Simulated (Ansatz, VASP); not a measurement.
# One calculation of BaHfO3, two programs

```
CELL_PARAMETERS angstrom
4.12179 0.00000 0.00000
0.00000 4.12179 0.00000
0.00000 0.00000 4.12179
ATOMIC_POSITIONS crystal
Ba 0.50000 0.50000 0.50000
Hf 0.00000 0.00000 0.00000
O 0.00000 0.50000 0.00000
O 0.50000 0.00000 0.00000
O 0.00000 0.00000 0.50000
```

Change from the starting cell: strained cell.

Alike in both runs: functional PBE; k mesh 6 × 6 × 6; occupations gaussian, width 0.02 eV; no spin polarisation.

Ansatz relaxed the structure, and its values are those at the end. VASP's run is a single point on that final structure, the one shown.

```csv
,VASP,Ansatz
version,VASP 6.6.1,Ansatz 0.2.0
potentials or method,"VASP PAW PBE potentials, release 64 (Ba_sv, Hf_pv, O), cutoff 520 eV","scalar-relativistic, plane waves, PAW"
valence electrons in the cell,38,54
```

VASP gave:

| Property | Result |
| --- | --- |
| gap on the k mesh at the Fermi level (eV) | 3.65 |
| least direct gap on the mesh (eV) | 3.82 |
| pressure (GPa) | 10.3 |

Problem. Which values does Ansatz return?

Solution. gap on the k mesh at the Fermi level (eV): 3.75; least direct gap on the mesh (eV): 3.79; pressure (GPa): 10.9.

VASP's potentials hold 38 valence electrons a cell and Ansatz's 54, so a difference there can come from the potentials and not from the codes. Ansatz's warnings: stress scf threshold loose.

Spin-orbit coupling is off throughout.
